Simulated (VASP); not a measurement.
Set up this calculation in VASP 6.6.1, as the native input.

```yaml
Task: single point
Functional: PBE
Potentials_or_basis: VASP PAW PBE potentials, release 64 (Na_pv, Cl)
Cutoff: 520 eV
k_mesh: 7 × 7 × 7
Occupations: fermi-dirac, width 0.03 eV
Spin: no spin polarisation
Dipole_correction: no
Further_INCAR_settings: ALGO = Normal; EDIFF = 1e-06; NBANDS = 14
```

The structure of NaCl lies in POSCAR:

```
NaCl
1.0
    0.0000000000      2.8127443938      2.8127443938
    2.8127443938      0.0000000000      2.8127443938
    2.8127443938      2.8127443938      0.0000000000
Na Cl
1 1
Direct
    0.0000000000      0.0000000000      0.0000000000
    0.5000000000      0.5000000000      0.5000000000
```

This cell differs from its parent crystal: volume scaled by 0.98.

One way to write it, as run:

INCAR

```
SYSTEM = NaCl
PREC     = Accurate       ! precision mode
ENCUT    = 520            ! plane-wave cutoff, eV
EDIFF    = 1E-6           ! SCF threshold, eV
ISMEAR   = -1             ! smearing method
SIGMA    = 0.03           ! smearing width, eV
LREAL    = .FALSE.        ! projectors in reciprocal space
LASPH    = .TRUE.         ! aspherical terms in the spheres
NELM     = 100            ! most SCF steps
ALGO     = Normal         ! electronic algorithm
ISIF     = 2              ! what is computed and relaxed
LWAVE    = .FALSE.        ! write WAVECAR
LCHARG   = .FALSE.        ! write CHGCAR
GGA      = PE             ! functional
NBANDS   = 14             ! bands
```

KPOINTS

```
regular mesh
0
G
  7 7 7
  0 0 0
```

Potentials or basis: VASP PAW PBE potentials, release 64 (Na_pv, Cl).

Command:

```console
$ cat potpaw_PBE.64/Na_pv/POTCAR potpaw_PBE.64/Cl/POTCAR > POTCAR
$ mpirun -np 1 vasp_std > vasp.out
```

Results of the run:

- Pressure: 0.9 GPa
- Band gap on the k mesh: 5.14 eV, direct

It took 6.8 s on 1 thread of AMD EPYC 9R45 96-Core Processor (Zen 5), with other jobs on the host, peak memory 0.13 GiB.
